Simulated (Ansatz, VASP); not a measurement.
**Two plane-wave programs on As2Se**

```
As Se
1.0
    -3.48516    3.41431    2.75226
     3.48452   -3.41419    2.75125
     3.48546    3.41449   -2.75210
As Se
4 2
Cartesian
  -0.0103 5.1557 0.6452
  -0.0103 1.7446 0.6455
  1.8598 3.4507 2.4159
  -1.6272 3.4501 1.6260
  -0.0525 0.0359 2.7307
  3.4362 0.0362 1.3242
```

Alike in both runs: functional PBEsol; k mesh 6 × 6 × 6; occupations gaussian, width 0.1 eV; no spin polarisation.

Ansatz relaxed the structure, and its values are those at the end. VASP's run is a single point on that final structure, the one shown.

|  | VASP | Ansatz |
| --- | --- | --- |
| version | VASP 6.6.1 | Ansatz 0.2.0 |
| potentials or method | VASP PAW PBE potentials, release 64 (As, Se), cutoff 520 eV | scalar-relativistic, plane waves, PAW |
| valence electrons in the cell | 32 | 92 |

Ansatz gave:

```
gap on the k mesh at the Fermi level (eV) : none
pressure (GPa)                            : 0.0
rms of the force components (eV/Å)        : 0.001
```

Problem. What did VASP give for the same quantities?

Solution. gap on the k mesh at the Fermi level (eV): none; pressure (GPa): 0.3; rms of the force components (eV/Å): 0.026.

VASP's potentials were made for PBE, not for PBEsol. A gap of «none» marks a metal or a gap that the smearing closes. VASP's potentials hold 32 valence electrons a cell and Ansatz's 92, so a difference there can come from the potentials and not from the codes.
